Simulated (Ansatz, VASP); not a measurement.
# Two plane-wave programs on TaN

The input INCAR:

```
ALGO = Normal
EDIFF = 1E-6
ENCUT = 520
GGA = RE
ISIF = 2
ISMEAR = -1
LASPH = True
LCHARG = False
LREAL = False
LWAVE = False
NBANDS = 33
NELM = 80
PREC = Accurate
SIGMA = 0.05
```

File KPOINTS:

```
k-points
0
Gamma
  6 6 9
```

File POSCAR:

```
TaN
1.0
    5.1910000000      0.0000000000      0.0000000000
   -2.5955000000      4.4955378710      0.0000000000
    0.0000000000      0.0000000000      2.9080000000
Ta N
3 3
Direct
    0.6666666667      0.3333333333      0.5000000000
    0.3333333333      0.6666666667      0.5000000000
    0.0000000000      0.0000000000      0.0000000000
    0.0000000000      0.5000000000      0.0000000000
    0.5000000000      0.5000000000      0.0000000000
    0.5000000000      0.0000000000      0.0000000000
```

input.yaml

```yaml
crystal:
  lattice:
    - [5.191, 0.0, 0.0]
    - [-2.5955, 4.495537871, 0.0]
    - [0.0, 0.0, 2.908]
  atoms:
    - { symbol: Ta, position: [0.6666666667, 0.3333333333, 0.5] }
    - { symbol: Ta, position: [0.3333333333, 0.6666666667, 0.5] }
    - { symbol: Ta, position: [0.0, 0.0, 0.0] }
    - { symbol: "N", position: [0.0, 0.5, 0.0] }
    - { symbol: "N", position: [0.5, 0.5, 0.0] }
    - { symbol: "N", position: [0.5, 0.0, 0.0] }
hamiltonian:
  xc: revpbe
  pseudopotentials: { kind: paw }
kpoints:
  mp_grid: { grid: [6, 6, 9] }
  band_path:
    path:
      - [[0.0, 0.0, 0.0], [0.5, 0.0, 0.0], [0.3333333333, 0.3333333333, 0.0], [0.0, 0.0, 0.0], [0.0, 0.0, 0.5], [0.5, 0.0, 0.5], [0.3333333333, 0.3333333333, 0.5], [0.0, 0.0, 0.5]]
      - [[0.5, 0.0, 0.5], [0.5, 0.0, 0.0]]
      - [[0.3333333333, 0.3333333333, 0.0], [0.3333333333, 0.3333333333, 0.5]]
    npoints: 14
scf:
  occupations: { method: fermi_dirac, width: 0.05 }
  n_extra_bands: 15
output:
  forces: true
  stress: true
  eigenvalues: true
  fatbands: false
```

Alike in both runs: functional revPBE; k mesh 6 × 6 × 9; occupations fermi-dirac, width 0.05 eV; no spin polarisation.

```csv
,VASP,Ansatz
version,VASP 6.6.1,Ansatz 0.2.0
potentials or method,"VASP PAW PBE potentials, release 64 (Ta_pv, N)",Ansatz PAW
plane-wave cutoff (eV),520,420
valence electrons in the cell,48,54
task,single point,band structure
```

```csv
,VASP,Ansatz,Ansatz less VASP
gap on the k mesh at the Fermi level (eV),none,none,-
pressure (GPa),13.7,12.9,-0.81
"traceless stress, the component that is largest in VASP (GPa)",2.15,1.93,-0.212
```

VASP's potentials were made for PBE, not for revPBE. A gap of «none» marks a metal or a gap that the smearing closes. VASP's potentials hold 48 valence electrons a cell and Ansatz's 54, so a difference there can come from the potentials and not from the codes.

Spin-orbit coupling is off throughout.
